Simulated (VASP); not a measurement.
# SnO (P4/nmm) in VASP: a series of runs, part 2 of 2

VASP 6.6.1. The steps go on from the part before.

## 3. Single point, LDA (volume 17.835 Å^3 an atom, c/a of the conventional cell 1.2359)

INCAR reads:

```
SYSTEM = SnO
ALGO = Normal
EDIFF = 1E-7
ENCUT = 520
ISIF = 2
ISMEAR = 0
LASPH = .TRUE.
LCHARG = .TRUE.
LELF = .TRUE.
LREAL = .FALSE.
LVHAR = .TRUE.
LWAVE = .FALSE.
NBANDS = 28
NELM = 60
PREC = Accurate
SIGMA = 0.15
```

KPOINTS reads:

```
k-points
0
G
  12 12 10
  0 0 0
```

POSCAR reads:

```
SnO
1.0
    3.8647524582      0.0000000000      0.0000000000
    0.0000000000      3.8647524582      0.0000000000
    0.0000000000      0.0000000000      4.7762795853
Sn O
2 2
Direct
    0.0000000000      0.5000000000      0.2457459271
    0.5000000000      0.0000000000      0.7542540729
    0.0000000000      0.0000000000      0.0000000000
    0.5000000000      0.5000000000      0.0000000000
```

Potentials or basis: VASP PAW LDA potentials, release 64 (Sn_d, O).

On the command line:

```bash
> cat potpaw_LDA.64/Sn_d/POTCAR potpaw_LDA.64/O/POTCAR > POTCAR
> mpirun -np 1 vasp_std > vasp.out
```

OUTCAR:

```text
SYSTEM = SnO
   EDIFF = 1E-7
   ENCUT = 520
   ISIF = 2
   ISMEAR = 0
   LASPH = .TRUE.
   LREAL = .FALSE.
   NELM = 60
   PREC = Accurate

 ion  position               nearest neighbor table
   1  0.000  0.500  0.246-   3 2.26   4 2.26   3 2.26   4 2.26   2 3.60   2 3.60   2 3.60   2 3.60
                             2 3.66   2 3.66   2 3.66   2 3.66
   2  0.500  0.000  0.754-   3 2.26   4 2.26   4 2.26   3 2.26   1 3.60   1 3.60   1 3.60   1 3.60
                             1 3.66   1 3.66   1 3.66   1 3.66
   3  0.000  0.000  0.000-   1 2.26   2 2.26   1 2.26   2 2.26
   4  0.500  0.500  0.000-   1 2.26   2 2.26   2 2.26   1 2.26

  LATTYP: Found a simple tetragonal cell.
 ALAT       =     3.8647524582
 C/A-ratio  =     1.2358565360

  Lattice vectors:

 A1 = (   3.8647524582,   0.0000000000,   0.0000000000)
 A2 = (   0.0000000000,   3.8647524582,   0.0000000000)
 A3 = (   0.0000000000,   0.0000000000,   4.7762795853)

Analysis of symmetry for initial positions (statically):
=====================================================================
 Subroutine PRICEL returns:
 Original cell was already a primitive cell.

 Routine SETGRP: Setting up the symmetry group for a
 simple tetragonal supercell.

 Subroutine GETGRP returns: Found 16 space group operations
 (whereof  8 operations were pure point group operations)
 out of a pool of 16 trial point group operations.

The static configuration has the point symmetry D_2d.
 The point group associated with its full space group is D_4h.

Analysis of symmetry for dynamics (positions and initial velocities):
=====================================================================
 Subroutine PRICEL returns:
 Original cell was already a primitive cell.

 Routine SETGRP: Setting up the symmetry group for a
 simple tetragonal supercell.

 Subroutine GETGRP returns: Found 16 space group operations
 (whereof  8 operations were pure point group operations)
 out of a pool of 16 trial point group operations.

The dynamic configuration has the point symmetry D_2d.
[... 120 lines left out ...]
   EFERMI_NEDOS =   21; number of points for ismear=-14 and -15
   IALGO  =     38    algorithm
   IMIX   =      4    mixing-type and parameters
     AMIX     =   0.40;   BMIX     =  1.00
     AMIX_MAG =   1.60;   BMIX_MAG =  1.00
  volume/ion in A,a.u.               =      17.83       120.36
  Fermi-wavevector in a.u.,A,eV,Ry     =   1.349948  2.551032 24.794718  1.822360
  Thomas-Fermi vector in A             =   2.477493
   LORBIT       =      0    0 simple, 1 ext, 2 COOP (PROOUT), +10 PAW based schemes
   GGA     = CA    functional components
   LHFCALC =     F    Hartree Fock is set to
   AEXX    =    0.0000 exact exchange contribution
   IVDW    =     0    specifies the selected vdW correction
   LEPSILON=     F    determine dielectric tensor
   LRPA    =     F    only Hartree local field effects (RPA)
 non-spin polarized calculation
 Gauss-broadening in eV      SIGMA  =   0.15
  energy-cutoff  :      520.00
  volume of cell :       71.34
 maximum number of plane-waves:      1956
 NGX is ok and might be reduce to    30
   NGX = 15   NGY = 15   NGZ = 17

 number of electron      39.9999992 magnetization

 Free energy of the ion-electron system (eV)
  ---------------------------------------------------
  ext. energy  EPLUGINS =         0.00000000
  ---------------------------------------------------
  free energy    TOTEN  =       -25.62582752 eV

  energy without entropy =      -25.62484808  energy(sigma->0) =      -25.62533780

 E-fermi :   6.5520     XC(G=0): -10.6059

 val. band max:        6.4862249314   @ k =   0.5000   0.5000   0.0000
 cond. band min:       6.6495102356   @ k =   0.5000   0.5000   0.1000
 fundamental gap:      0.1632853042
 Fermi energy:         6.5519806906

 k-point     1 :       0.0000    0.0000    0.0000
  band No.  band energies     occupation
      1     -15.1734      2.00000
      2     -14.8437      2.00000
      3     -14.8437      2.00000
      4     -14.8324      2.00000
      5     -14.8026      2.00000
      6     -14.7967      2.00000
[... 733 lines left out ...]
     27      13.8802      0.00000
     28      14.2606      0.00000

 [... further k-points ...]
[... 5 lines left out ...]
  --------------------------------------------------------------------------------------
  -------------------------------------------------------------------------------------
  Total       -3.1815618     -3.1815618     -2.5197740      0.0000000      0.0000000      0.0000000
  in kB      -71.4525679    -71.4525679    -56.5899181      0.0000000      0.0000000      0.0000000
  external PRESSURE =     -66.4983513 kB  Pullay stress =       0.0000000 kB

 VOLUME and BASIS-vectors are now :
 -----------------------------------------------------------------------------
  energy-cutoff  :      520.00
  volume of cell :       71.34
      direct lattice vectors                 reciprocal lattice vectors
     3.864752458  0.000000000  0.000000000     0.258748784  0.000000000  0.000000000
     0.000000000  3.864752458  0.000000000     0.000000000  0.258748784  0.000000000
     0.000000000  0.000000000  4.776279585     0.000000000  0.000000000  0.209367978

 POSITION                                       TOTAL-FORCE (eV/Angst)
 -----------------------------------------------------------------------------------
      0.00000      1.93238      1.17375         0.000000      0.000000     -0.871816
      1.93238      0.00000      3.60253        -0.000000      0.000000      0.871816
      0.00000      0.00000      0.00000         0.000000      0.000000     -0.000000
      1.93238      1.93238      0.00000         0.000000     -0.000000     -0.000000
 -----------------------------------------------------------------------------------
    total drift:                                0.000000      0.000000      0.000000

  FREE ENERGIE OF THE ION-ELECTRON SYSTEM (eV)
  ---------------------------------------------------
  free  energy   TOTEN  =       -25.6258275181 eV

  energy  without entropy=      -25.6248480775  energy(sigma->0) =      -25.62533780
```

OSZICAR:

```text
N       E                     dE             d eps       ncg     rms          rms(c)
DAV:   1     0.411605767971E+03    0.41161E+03   -0.19883E+04  9724   0.217E+03
DAV:   2     0.340841848631E+02   -0.37752E+03   -0.36258E+03  9724   0.542E+02
DAV:   3    -0.262855896586E+02   -0.60370E+02   -0.59175E+02 10744   0.180E+02
DAV:   4    -0.292104152985E+02   -0.29248E+01   -0.29104E+01 10732   0.424E+01
DAV:   5    -0.292820152578E+02   -0.71600E-01   -0.71590E-01 10276   0.723E+00    0.113E+01
DAV:   6    -0.257941387562E+02    0.34879E+01   -0.17153E+01 15212   0.468E+01    0.531E+00
DAV:   7    -0.256836285254E+02    0.11051E+00   -0.22339E+00 11092   0.891E+00    0.242E+00
DAV:   8    -0.256391939578E+02    0.44435E-01   -0.34893E-01 10144   0.362E+00    0.758E-01
DAV:   9    -0.256255042976E+02    0.13690E-01   -0.42281E-02 15516   0.196E+00    0.221E-01
DAV:  10    -0.256263599099E+02   -0.85561E-03   -0.72952E-03 13596   0.747E-01    0.161E-01
DAV:  11    -0.256258072353E+02    0.55267E-03   -0.24238E-03 14460   0.419E-01    0.159E-02
DAV:  12    -0.256258283513E+02   -0.21116E-04   -0.24410E-04  9656   0.995E-02    0.198E-02
DAV:  13    -0.256258278952E+02    0.45611E-06   -0.10771E-05 11124   0.235E-02    0.709E-03
DAV:  14    -0.256258275522E+02    0.34298E-06   -0.21765E-06 12316   0.106E-02    0.127E-03
DAV:  15    -0.256258275181E+02    0.34028E-07   -0.27620E-07  7472   0.366E-03
   1 F= -.25625828E+02 E0= -.25625338E+02  d E =-.979441E-03
```

stdout:

```text
POSCAR found type information on POSCAR SnO
 POSCAR found :  2 types and       4 ions
 scaLAPACK will be used
 LDA part: xc-table for (Slater(with rela. corr.)+CA(PZ))
 , standard interpolation
 POSCAR, INCAR and KPOINTS ok, starting setup
 FFT: planning ... GRIDC
 FFT: planning ... GRID_SOFT
 FFT: planning ... GRID
 WAVECAR not read
 entering main loop
```

It took 5.1 min on 1 thread of Intel Xeon Platinum 8259CL at 2.50GHz (Skylake/Cascade Lake), shared host; peak memory 0.35 GiB.

Results:

* Free energy: -25.6258 eV
* Pressure: -6.6 GPa
* Largest force: 0.872 eV/Å

Forces on the atoms (eV/Å):
```
Sn   0.000  0.000 -0.872
Sn   0.000  0.000  0.872
O    0.000  0.000  0.000
O    0.000  0.000  0.000
```

Stress tensor (GPa, compression positive):
```
-7.15  0.00  0.00
 0.00 -7.15  0.00
 0.00  0.00 -5.66
```

Levels at points of the mesh, in eV from the Fermi level:
```csv
k point,band 17,band 18,band 19,band 20,band 21,band 22,band 23,band 24
"(0.00, 0.00, 0.00)",-3.23,-2.93,-2.93,-0.14,2.01,4.37,4.37,4.53
"(0.50, 0.00, 0.00)",-4.55,-4.55,-2.64,-2.64,3.11,3.11,5.58,5.58
"(0.50, 0.50, 0.00)",-2.28,-2.28,-1.91,-1.91,-0.07,-0.07,4.39,4.39
"(0.00, 0.00, 0.50)",-3.14,-2.95,-2.95,-2.01,1.51,2.67,2.67,3.42
"(0.50, 0.00, 0.50)",-4.50,-4.50,-1.65,-1.65,2.58,2.58,5.07,5.07
"(0.50, 0.50, 0.50)",-2.79,-2.79,-2.28,-2.28,2.30,2.30,4.06,4.06
```

Caveat: spin-orbit coupling is left out, which moves the levels of the heavy elements.

## 4. Single point, LDA (volume 17.835 Å^3 an atom, c/a of the conventional cell 1.3953)

INCAR reads:

```
SYSTEM = SnO
PREC     = Accurate       ! precision mode
ENCUT    = 520            ! plane-wave cutoff, eV
EDIFF    = 1E-6           ! SCF threshold, eV
ISMEAR   = 0              ! smearing method
SIGMA    = 0.15           ! smearing width, eV
LREAL    = .False.        ! projectors in reciprocal space
LASPH    = .True.         ! aspherical terms in the spheres
NELM     = 60             ! most SCF steps
ALGO     = Normal         ! electronic algorithm
ISIF     = 2              ! what is computed and relaxed
LWAVE    = .False.        ! write WAVECAR
LCHARG   = .False.        ! write CHGCAR
NBANDS   = 28             ! bands
```

KPOINTS reads:

```
regular mesh
0
Gamma
  12 12 10
  0 0 0
```

POSCAR reads:

```
SnO
1.0
    3.7115487587      0.0000000000      0.0000000000
    0.0000000000      3.7115487587      0.0000000000
    0.0000000000      0.0000000000      5.1787239829
Sn O
2 2
Direct
    0.0000000000      0.5000000000      0.2457459271
    0.5000000000      0.0000000000      0.7542540729
    0.0000000000      0.0000000000      0.0000000000
    0.5000000000      0.5000000000      0.0000000000
```

On the command line:

```bash
> cat potpaw_LDA.64/Sn_d/POTCAR potpaw_LDA.64/O/POTCAR > POTCAR
> mpirun -np 1 vasp_std > vasp.out
```

It took 4 min on 1 thread of Intel Xeon Platinum 8259CL at 2.50GHz (Skylake/Cascade Lake), shared host; peak memory 0.35 GiB.

The run converged. Its results:

* Free energy: -25.4876 eV
* Pressure: -5.5 GPa
* Largest force: 1.742 eV/Å
* Band gap on the k mesh: zero (band 20 reaches 6.80 eV, above the bottom of band 21 at 6.41 eV)

Forces in eV/Å, atoms in the order of the input:
```
Sn   0.000  0.000 -1.742
Sn   0.000  0.000  1.742
O    0.000  0.000  0.000
O    0.000  0.000  0.000
```

Stress tensor (GPa, compression positive):
```
 -2.23   0.00   0.00
  0.00  -2.23   0.00
  0.00   0.00 -11.99
```

Levels at points of the mesh, in eV from the Fermi level:
```csv
k point,band 16,band 17,band 18,band 19,band 20,band 21,band 22,band 23,band 24,band 25
"(0.00, 0.00, 0.00)",-5.82,-3.34,-2.52,-2.52,0.12,2.32,4.21,4.52,4.52,5.24
"(0.50, 0.00, 0.00)",-4.98,-4.32,-4.32,-2.99,-2.99,2.65,2.65,5.80,5.80,6.12
"(0.50, 0.50, 0.00)",-5.17,-2.23,-2.23,-1.89,-1.89,-0.26,-0.26,3.82,3.82,6.21
"(0.00, 0.00, 0.50)",-3.61,-3.38,-2.85,-2.54,-2.54,2.35,2.92,2.92,4.19,7.34
"(0.50, 0.00, 0.50)",-5.18,-4.30,-4.30,-2.02,-2.02,1.98,1.98,5.44,5.44,6.58
"(0.50, 0.50, 0.50)",-5.56,-2.83,-2.83,-1.89,-1.89,1.88,1.88,3.30,3.30,5.53
```

Caveat: spin-orbit coupling is left out, which moves the levels of the heavy elements; forces of over 1 eV/Å act on the atoms, so gaps and moduli don't describe the material at rest.

## 5. The runs side by side

| cell | gap on the mesh (eV) | pressure (GPa) | largest force (eV/Å) |
| --- | --- | --- | --- |
| a = 3.637, b = 3.637, c = 5.392 Å, 4 atoms | none | -5.0 | 2.36 |
| a = 3.865, b = 3.865, c = 4.776 Å, 4 atoms | - | -6.6 | 0.87 |
| a = 3.712, b = 3.712, c = 5.179 Å, 4 atoms | none | -5.5 | 1.74 |

Alike in all rows: task single point; level LDA; potentials or basis VASP PAW LDA potentials, release 64 (Sn_d, O); no spin polarisation; k mesh 12 × 12 × 10; cutoff (eV) 520; smearing gaussian 0.15 eV.

Caveats: spin-orbit coupling is left out, which moves the levels of the heavy elements; forces of over 1 eV/Å act on the atoms, so gaps and moduli don't describe the material at rest (some runs).

Total energies depend on the potentials used, so only differences within one code and one set of settings carry meaning.
